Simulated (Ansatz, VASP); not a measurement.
One calculation of GaAs, two programs

```
Ga As
1.0
     0.00000    2.82685    2.82685
     2.82685    0.00000    2.82685
     2.82685    2.82685    0.00000
Ga As
1 1
Cartesian
  0.0000 0.0000 0.0000
  1.4134 1.4134 1.4134
```

Alike in both runs: task single point; functional PBE; k mesh 14 × 14 × 14; occupations gaussian, width 0.05 eV; no spin polarisation.

|  | VASP | Ansatz |
| --- | --- | --- |
| version | VASP 6.6.1 | Ansatz 0.2.0 |
| potentials or method | VASP PAW PBE potentials, release 64 (Ga_d, As), cutoff 520 eV | scalar-relativistic, plane waves, PAW |
| valence electrons in the cell | 18 | 28 |

|  | VASP | Ansatz | Ansatz less VASP |
| --- | --- | --- | --- |
| gap on the k mesh at the Fermi level (eV) | 0.52 | 0.52 | -0.005 |
| least direct gap on the mesh (eV) | 0.52 | 0.52 | -0.005 |
| pressure (GPa) | 3.5 | 3.3 | -0.19 |

VASP's potentials hold 18 valence electrons a cell and Ansatz's 28, so a difference there can come from the potentials and not from the codes.
